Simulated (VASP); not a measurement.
Wanted: the native input for a VASP 6.6.1 run.

| Quantity | Value |
| --- | --- |
| Task | single point |
| Functional | PBE |
| Potentials or basis | VASP PAW PBE potentials, release 64 (Hf_pv) |
| Cutoff | 520 eV |
| k mesh | 16 × 16 × 16 |
| Occupations | gaussian, width 0.1 eV |
| Spin | no spin polarisation |
| Dipole correction | no |
| Further INCAR settings | ALGO = Fast; EDIFF = 1e-06; NBANDS = 11 |

The structure of Hf lies in POSCAR:

```
Hf
1.0
    0.0000000000      2.2425998490      2.2425998490
    2.2425998490      0.0000000000      2.2425998490
    2.2425998490      2.2425998490      0.0000000000
Hf
1
Direct
    0.0000000000      0.0000000000      0.0000000000
```

One way to write it, as run:

INCAR

```
SYSTEM = Hf
ALGO = Fast
EDIFF = 1E-6
ENCUT = 520
GGA = PE
ISIF = 2
ISMEAR = 0
LASPH = .True.
LCHARG = .False.
LREAL = .False.
LWAVE = .False.
NBANDS = 11
NELM = 60
PREC = Accurate
SIGMA = 0.1
```

KPOINTS

```
k-points
0
Gamma
  16 16 16
  0 0 0
```

Potentials or basis: VASP PAW PBE potentials, release 64 (Hf_pv).

Launch:

```sh
$ cat potpaw_PBE.64/Hf_pv/POTCAR > POTCAR
$ mpirun -np 1 vasp_std > vasp.out
```

Results of the run:

| Item | Value |
| --- | --- |
| Pressure | -0.4 GPa |
| Band gap on the k mesh | zero (band 5 reaches 6.08 eV, above the bottom of band 6 at 4.29 eV) |

Caveat: spin-orbit coupling is left out, which moves the levels of the heavy elements.

It took 19 s on 1 thread of Intel Xeon 6975P-C (shared host), peak memory 0.16 GiB.
